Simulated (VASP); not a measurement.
A run of VASP 6.6.1:

File INCAR:

```
PREC = Accurate ; ENCUT = 600
EDIFF = 1E-6 ; ISMEAR = 0
SIGMA = 0.1 ; LREAL = F
LASPH = T ; NELM = 120
ALGO = Normal ; ISIF = 2
LWAVE = F ; LCHARG = F
GGA = PS ; NBANDS = 33
GGA_COMPAT = F
```

File KPOINTS:

```
Automatic mesh
0
Gamma
  6 6 9
```

Contents of POSCAR:

```
TaN
1.0
    5.1917848021      0.0000000000      0.0000000000
   -2.5958924011      4.4962175296      0.0000000000
    0.0000000000      0.0000000000      2.9137517646
Ta N
3 3
Direct
    0.0000000000      0.0000000000      0.0000000000
    0.3333333333      0.6666666667      0.5000000000
    0.6666666667      0.3333333333      0.5000000000
    0.5000000000      0.0000000000      0.0000000000
    0.0000000000      0.5000000000      0.0000000000
    0.5000000000      0.5000000000      0.0000000000
```

Potentials or basis: VASP PAW PBE potentials, release 64 (Ta_pv, N).

The run is started by

```sh
$ cat potpaw_PBE.64/Ta_pv/POTCAR potpaw_PBE.64/N/POTCAR > POTCAR
$ mpirun -np 1 vasp_std > vasp.out
```

Hardware: 1 thread of Intel(R) Xeon(R) 6975P-C (Granite Rapids), with other jobs on the host.

Question: How long does it take, and how much memory?

Answer: Run time: 62 s on 1 thread of Intel(R) Xeon(R) 6975P-C (Granite Rapids), with other jobs on the host, peak memory 0.23 GiB. Counts: scf iterations 14, k points 35.
